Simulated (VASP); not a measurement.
# AlC (Pnma) in VASP: single point with PBE

Aim: the single point of AlC with PBE.

All numbers are computed with VASP 6.6.1; they aren't measurements. Logs are shortened: lines on timing, memory, paths and dates and some standing lists are left out, and cuts for length are marked.

### 1 The cell of the first run

It takes space group Pnma (No. 62, orthorhombic). The conventional cell has a = 4.991 Å, b = 3.202 Å, c = 5.552 Å, α = 90.00°, β = 90.00°, γ = 90.00°. Within 2.9 Å of Al (site symmetry m) lie 6 C at 2.19 to 2.28 Å and 2 Al at 2.51 Å. C (site symmetry m) has 6 Al at 2.19 to 2.28 Å within 2.9 Å.

### 2 Single point, PBE

INCAR

```
SYSTEM = AlC
PREC     = Accurate       ! precision mode
ENCUT    = 520            ! plane-wave cutoff, eV
EDIFF    = 1E-6           ! SCF threshold, eV
ISMEAR   = 0              ! smearing method
SIGMA    = 0.1            ! smearing width, eV
LREAL    = .FALSE.        ! projectors in reciprocal space
LASPH    = .TRUE.         ! aspherical terms in the spheres
NELM     = 60             ! most SCF steps
ALGO     = Normal         ! electronic algorithm
ISIF     = 2              ! what is computed and relaxed
LWAVE    = .FALSE.        ! write WAVECAR
LCHARG   = .TRUE.         ! write CHGCAR
GGA      = PE             ! functional
LELF     = .TRUE.         ! ELF
LVHAR    = .TRUE.       
NBANDS   = 24             ! bands
```

KPOINTS

```
Automatic mesh
0
G
  4 6 4
  0 0 0
```

POSCAR

```
AlC
1.0
    4.9908096401      0.0000000000      0.0000000000
    0.0000000000      3.2023606097      0.0000000000
    0.0000000000      0.0000000000      5.5522234028
Al C
4 4
Direct
    0.9953000000      0.2500000000      0.2229000000
    0.5047000000      0.7500000000      0.7229000000
    0.4953000000      0.2500000000      0.2771000000
    0.0047000000      0.7500000000      0.7771000000
    0.2745000000      0.2500000000      0.9184000000
    0.2255000000      0.7500000000      0.4184000000
    0.7745000000      0.2500000000      0.5816000000
    0.7255000000      0.7500000000      0.0816000000
```

Potentials or basis: VASP PAW PBE potentials, release 64 (Al, C).

Launch:

```bash
$ cat potpaw_PBE.64/Al/POTCAR potpaw_PBE.64/C/POTCAR > POTCAR
$ mpirun -np 1 vasp_std > vasp.out
```

OUTCAR:

```text
SYSTEM = AlC
   PREC = Accurate
   ENCUT = 520
   EDIFF = 1E-6
   ISMEAR = 0
   LREAL = .FALSE.
   LASPH = .TRUE.
   NELM = 60
   ISIF = 2
   GGA = PE

 ion  position               nearest neighbor table
   1  0.995  0.250  0.223-   5 2.19   8 2.23   8 2.23   6 2.25   6 2.25   7 2.28   3 2.51   3 2.51
                             4 2.95   4 2.95
   2  0.505  0.750  0.723-   6 2.19   7 2.23   7 2.23   5 2.25   5 2.25   8 2.28   4 2.51   4 2.51
                             3 2.95   3 2.95
   3  0.495  0.250  0.277-   7 2.19   6 2.23   6 2.23   8 2.25   8 2.25   5 2.28   1 2.51   1 2.51
                             2 2.95   2 2.95
   4  0.005  0.750  0.777-   8 2.19   5 2.23   5 2.23   7 2.25   7 2.25   6 2.28   2 2.51   2 2.51
                             1 2.95   1 2.95
   5  0.275  0.250  0.918-   1 2.19   4 2.23   4 2.23   2 2.25   2 2.25   3 2.28
   6  0.225  0.750  0.418-   2 2.19   3 2.23   3 2.23   1 2.25   1 2.25   4 2.28
   7  0.775  0.250  0.582-   3 2.19   2 2.23   2 2.23   4 2.25   4 2.25   1 2.28
   8  0.725  0.750  0.082-   4 2.19   1 2.23   1 2.23   3 2.25   3 2.25   2 2.28

  LATTYP: Found a simple orthorhombic cell.
 ALAT       =     3.2023606097
 B/A-ratio  =     1.5584783378
 C/A-ratio  =     1.7337908123

  Lattice vectors:

 A1 = (   0.0000000000,  -3.2023606097,   0.0000000000)
 A2 = (   4.9908096401,   0.0000000000,   0.0000000000)
 A3 = (   0.0000000000,   0.0000000000,   5.5522234028)

Analysis of symmetry for initial positions (statically):
=====================================================================
 Subroutine PRICEL returns:
 Original cell was already a primitive cell.

 Routine SETGRP: Setting up the symmetry group for a
 simple orthorhombic supercell.

 Subroutine GETGRP returns: Found  8 space group operations
 (whereof  2 operations were pure point group operations)
 out of a pool of  8 trial point group operations.

The static configuration has the point symmetry S_2 .
 The point group associated with its full space group is D_2h.

Analysis of symmetry for dynamics (positions and initial velocities):
=====================================================================
 Subroutine PRICEL returns:
 Original cell was already a primitive cell.

 Routine SETGRP: Setting up the symmetry group for a
 simple orthorhombic supercell.

 Subroutine GETGRP returns: Found  8 space group operations
 (whereof  2 operations were pure point group operations)
 out of a pool of  8 trial point group operations.

The dynamic configuration has the point symmetry S_2 .
 The point group associated with its full space group is D_2h.

 Subroutine INISYM returns: Found  8 space group operations
 (whereof  2 operations are pure point group operations),
 and found     1 'primitive' translations

----------------------------------------------------------------------------------------

                                     Primitive cell

  volume of cell :      88.7377

  direct lattice vectors                    reciprocal lattice vectors
     4.990809640  0.000000000  0.000000000     0.200368291  0.000000000  0.000000000
     0.000000000  3.202360610  0.000000000     0.000000000  0.312269642  0.000000000
     0.000000000  0.000000000  5.552223403     0.000000000  0.000000000  0.180108027

  length of vectors
     4.990809640  3.202360610  5.552223403     0.200368291  0.312269642  0.180108027

  position of ions in fractional coordinates (direct lattice)
     0.995300000  0.250000000  0.222900000
     0.504700000  0.750000000  0.722900000
     0.495300000  0.250000000  0.277100000
     0.004700000  0.750000000  0.777100000
     0.274500000  0.250000000  0.918400000
     0.225500000  0.750000000  0.418400000
     0.774500000  0.250000000  0.581600000
     0.725500000  0.750000000  0.081600000

  ion indices of the primitive-cell ions
   primitive index   ion index
                 1           1
                 2           2
                 3           3
                 4           4
                 5           5
                 6           6
                 7           7
                 8           8

----------------------------------------------------------------------------------------

 KPOINTS: Automatic mesh

Automatic generation of k-mesh.
 Grid dimensions read from file:
 generate k-points for:    4    6    4

 Generating k-lattice:

  Cartesian coordinates                     Fractional coordinates (reciprocal lattice)
     0.050092073  0.000000000  0.000000000     0.250000000  0.000000000  0.000000000
     0.000000000  0.052044940  0.000000000     0.000000000  0.166666667  0.000000000
     0.000000000  0.000000000  0.045027007     0.000000000  0.000000000  0.250000000

  Length of vectors
     0.050092073  0.052044940  0.045027007

  Shift w.r.t. Gamma in fractional coordinates (k-lattice)
     0.000000000  0.000000000  0.000000000

 Subroutine IBZKPT returns following result:
 ===========================================

 Found     36 irreducible k-points:

 Following reciprocal coordinates:
            Coordinates               Weight
  0.000000  0.000000  0.000000      1.000000
  0.250000  0.000000  0.000000      2.000000
  0.500000  0.000000  0.000000      1.000000
  0.000000  0.166667  0.000000      2.000000
  0.250000  0.166667  0.000000      4.000000
  0.500000  0.166667  0.000000      2.000000
[... 16 lines left out ...]
  0.250000  0.500000  0.250000      4.000000
  0.500000  0.500000  0.250000      2.000000
 [... further k-points ...]
   k-points           NKPTS =     36   k-points in BZ     NKDIM =     36   number of bands    NBANDS=     24
   number of dos      NEDOS =    301   number of ions     NIONS =      8
   total plane-waves  NPLWV =  40320
   dimension x,y,z NGX =    40 NGY =   24 NGZ =   42
   dimension x,y,z NGXF=    80 NGYF=   48 NGZF=   84
   ions per type =               4   4
   NGX,Y,Z   is equivalent  to a cutoff of  13.32, 12.46, 12.58 a.u.
   NGXF,Y,Z  is equivalent  to a cutoff of  26.65, 24.92, 25.15 a.u.
 SYSTEM =  AlC
   PREC   = accura    normal or accurate (medium, high low for compatibility)
   ISTART =      0    job   : 0-new  1-cont  2-samecut
   ICHARG =      2    charge: 1-file 2-atom 10-const
   ISPIN  =      1    spin polarized calculation?
   LNONCOLLINEAR =      F non collinear calculations
   LSORBIT =      F    spin-orbit coupling
   LASPH  =      T    aspherical Exc in radial PAW
   ENCUT  =  520.0 eV  38.22 Ry    6.18 a.u.   9.28  5.95 10.32*2*pi/ulx,y,z
   NELM   =     60;   NELMIN=  2; NELMDL= -5     # of ELM steps
   EDIFF  = 0.1E-05   stopping-criterion for ELM
   LREAL  =      F    real-space projection
   EDIFFG = 0.1E-04   stopping-criterion for IOM
   NSW    =      0    number of steps for IOM
   IBRION =     -1    ionic relax: 0-MD 1-quasi-New 2-CG
   NFREE  =      0    steps in history (QN), initial steepest desc. (CG)
   ISIF   =      2    stress and relaxation
   ISYM   =      2    0-nonsym 1-usesym 2-fastsym
   POTIM  = 0.5000    time-step for ionic-motion
   TEBEG  =    0.0;   TEEND  =   0.0 temperature during run
   PSTRESS=    0.0 pullay stress
   NELECT =      28.0000    total number of electrons
   NUPDOWN=      -1.0000    fix difference up-down
   EMIN   =  10.00;   EMAX   =-10.00  energy-range for DOS
   EFERMI =   0.00;   METHOD = LEGACY
   ISMEAR =     0;   SIGMA  =   0.10  broadening in eV -4-tet -1-fermi 0-gaus
   EFERMI_NEDOS =   21; number of points for ismear=-14 and -15
   IALGO  =     38    algorithm
   IMIX   =      4    mixing-type and parameters
     AMIX     =   0.40;   BMIX     =  1.00
     AMIX_MAG =   1.60;   BMIX_MAG =  1.00
  volume/ion in A,a.u.               =      11.09        74.85
  Fermi-wavevector in a.u.,A,eV,Ry     =   1.114529  2.106155 16.900821  1.242175
  Thomas-Fermi vector in A             =   2.251125
   LORBIT       =      0    0 simple, 1 ext, 2 COOP (PROOUT), +10 PAW based schemes
   GGA     = PE    functional components
   LHFCALC =     F    Hartree Fock is set to
   AEXX    =    0.0000 exact exchange contribution
   IVDW    =     0    specifies the selected vdW correction
   LEPSILON=     F    determine dielectric tensor
   LRPA    =     F    only Hartree local field effects (RPA)
 non-spin polarized calculation
 Gauss-broadening in eV      SIGMA  =   0.10
  energy-cutoff  :      520.00
  volume of cell :       88.74
 maximum number of plane-waves:      2420
 NGX is ok and might be reduce to    40
   NGX = 19   NGY = 11   NGZ = 21

 number of electron      28.0000000 magnetization

 Free energy of the ion-electron system (eV)
  ---------------------------------------------------
  ext. energy  EPLUGINS =         0.00000000
  ---------------------------------------------------
  free energy    TOTEN  =       -45.91574867 eV

  energy without entropy =      -45.88968320  energy(sigma->0) =      -45.90271594

 E-fermi :   7.0419     XC(G=0): -11.0391

 val. band max:        7.0253038393   @ k =   0.5000   0.5000   0.2500
 cond. band min:       7.0439296706   @ k =   0.5000   0.1667   0.0000
 fundamental gap:      0.0186258313
 Fermi energy:         7.0418582325

 k-point     1 :       0.0000    0.0000    0.0000
  band No.  band energies     occupation
      1      -6.5334      2.00000
      2      -3.3182      2.00000
      3      -2.9333      2.00000
      4      -2.5231      2.00000
      5       0.4618      2.00000
      6       1.1882      2.00000
[... 16 lines left out ...]
     23      15.1189      0.00000
     24      16.1282      0.00000

 k-point     2 :       0.2500    0.0000    0.0000
  band No.  band energies     occupation
      1      -6.2226      2.00000
      2      -3.9498      2.00000
      3      -3.1259      2.00000
      4      -2.5014      2.00000
      5       0.6549      2.00000
      6       1.5936      2.00000
[... 16 lines left out ...]
     23      15.6750      0.00000
     24      15.7305      0.00000
[... 565 lines left out ...]
     23      14.8997      0.00000
     24      14.8997      0.00000

 k-point    24 :       0.5000    0.5000    0.2500
  band No.  band energies     occupation
      1      -2.7929      2.00000
      2      -2.7929      2.00000
      3      -2.7929      2.00000
      4      -2.7929      2.00000
      5       1.0973      2.00000
      6       1.0973      2.00000
[... 16 lines left out ...]
     23      14.0788      0.00000
     24      14.0788      0.00000

 [... further k-points ...]
[... 5 lines left out ...]
  --------------------------------------------------------------------------------------
  -------------------------------------------------------------------------------------
  Total       -1.8539413    -11.2410634    -10.1769235     -0.0000000      0.0000000      0.0000000
  in kB      -33.4732896   -202.9596971   -183.7464344     -0.0000000      0.0000000      0.0000000
  external PRESSURE =    -140.0598070 kB  Pullay stress =       0.0000000 kB

 VOLUME and BASIS-vectors are now :
 -----------------------------------------------------------------------------
  energy-cutoff  :      520.00
  volume of cell :       88.74
      direct lattice vectors                 reciprocal lattice vectors
     4.990809640  0.000000000  0.000000000     0.200368291  0.000000000  0.000000000
     0.000000000  3.202360610  0.000000000     0.000000000  0.312269642  0.000000000
     0.000000000  0.000000000  5.552223403     0.000000000  0.000000000  0.180108027

 POSITION                                       TOTAL-FORCE (eV/Angst)
 -----------------------------------------------------------------------------------
      4.96735      0.80059      1.23759         0.157903     -0.000000      0.619743
      2.51886      2.40177      4.01370        -0.157903     -0.000000      0.619743
      2.47195      0.80059      1.53852         0.157903      0.000000     -0.619743
      0.02346      2.40177      4.31463        -0.157903     -0.000000     -0.619743
      1.36998      0.80059      5.09916        -0.461051      0.000000     -0.097285
      1.12543      2.40177      2.32305         0.461051     -0.000000     -0.097285
      3.86538      0.80059      3.22917        -0.461051     -0.000000      0.097285
      3.62083      2.40177      0.45306         0.461051     -0.000000      0.097285
 -----------------------------------------------------------------------------------
    total drift:                               -0.000000      0.000000      0.000000

  FREE ENERGIE OF THE ION-ELECTRON SYSTEM (eV)
  ---------------------------------------------------
  free  energy   TOTEN  =       -45.9157486749 eV

  energy  without entropy=      -45.8896832007  energy(sigma->0) =      -45.90271594
```

It took 49 s on 1 thread of Intel Xeon Platinum 8488C (Sapphire Rapids), shared host; peak memory 0.21 GiB.

Results:

* Free energy: -45.9157 eV
* Pressure: -14.0 GPa
* Largest force: 0.640 eV/Å
* Band gap on the k mesh: zero (band 14 reaches 7.92 eV, above the bottom of band 15 at 6.10 eV)

Forces in eV/Å, atoms in the order of the input:
```
Al   0.158  0.000  0.620
Al  -0.158  0.000  0.620
Al   0.158  0.000 -0.620
Al  -0.158  0.000 -0.620
C   -0.461  0.000 -0.097
C    0.461  0.000 -0.097
C   -0.461  0.000  0.097
C    0.461  0.000  0.097
```

Stress tensor (GPa, compression positive):
```
 -3.35   0.00   0.00
  0.00 -20.30   0.00
  0.00   0.00 -18.37
```
